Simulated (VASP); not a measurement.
Br, 1 atom in the cell. Symmetry: Fm-3m, No. 225, cubic system. Conventional cell: a = 4.458 Å, b = 4.458 Å, c = 4.458 Å, α = 90.00°, β = 90.00°, γ = 90.00°. Br (site symmetry m-3m) has 12 Br at 3.15 Å within 4.1 Å.  This cell differs from its parent crystal: volume scaled by 0.84.

```yaml
Program: VASP 6.6.1
Task: single point
Functional: PBE
Potentials_or_basis: VASP PAW PBE potentials, release 64 (Br)
Cutoff: 520 eV
k_mesh: 14 × 14 × 14
Occupations: fermi-dirac, width 0.05 eV
Spin: no spin polarisation
Dipole_correction: no
Further_INCAR_settings: ALGO = Normal; EDIFF = 1e-07; NBANDS = 10
```

Potentials or basis: VASP PAW PBE potentials, release 64 (Br).

Launch:

```console
$ cat potpaw_PBE.64/Br/POTCAR > POTCAR
$ mpirun -np 1 vasp_std > vasp.out
```

Hardware: 1 thread of Intel(R) Xeon(R) 6975P-C (Granite Rapids), on a shared host.

Estimate the wall time of this run.

Wall time 5.9 s on 1 thread of Intel(R) Xeon(R) 6975P-C (Granite Rapids) (shared host), peak memory 0.14 GiB. Counts: scf iterations 11, k points 104.
